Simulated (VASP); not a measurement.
A run of VASP 6.6.1:

INCAR

```
  PREC = Accurate
  ENCUT = 520
  EDIFF = 1E-6
  ISMEAR = -1
  SIGMA = 0.02
  LREAL = F
  LASPH = T
  NELM = 60
  ALGO = Normal
  ISIF = 2
  LWAVE = F
  LCHARG = F
  GGA = PE
  NBANDS = 16
```

The input KPOINTS:

```
regular mesh
0
Gamma
  8 8 8
```

POSCAR

```
GaP
1.0
    0.0000000000      2.7253992947      2.7253992947
    2.5643281964      0.0000000000      2.7253992947
    2.5643281964      2.7253992947      0.0000000000
Ga P
1 1
Direct
    0.0000000000      0.0000000000      0.0000000000
    0.2500000000      0.2500000000      0.2500000000
```

Potentials or basis: VASP PAW PBE potentials, release 64 (Ga_d, P).

Run with:

```console
$ cat potpaw_PBE.64/Ga_d/POTCAR potpaw_PBE.64/P/POTCAR > POTCAR
$ mpirun -np 1 vasp_std > vasp.out
```

Hardware: 1 thread of AMD EPYC 7R13 Processor (Zen 3) (shared host).

**Question.** How long does it take, and how much memory?

**Answer.** Run time: 42 s on 1 thread of AMD EPYC 7R13 Processor (Zen 3), with other jobs on the host, peak memory 0.15 GiB. Counts: scf iterations 12, k points 59.
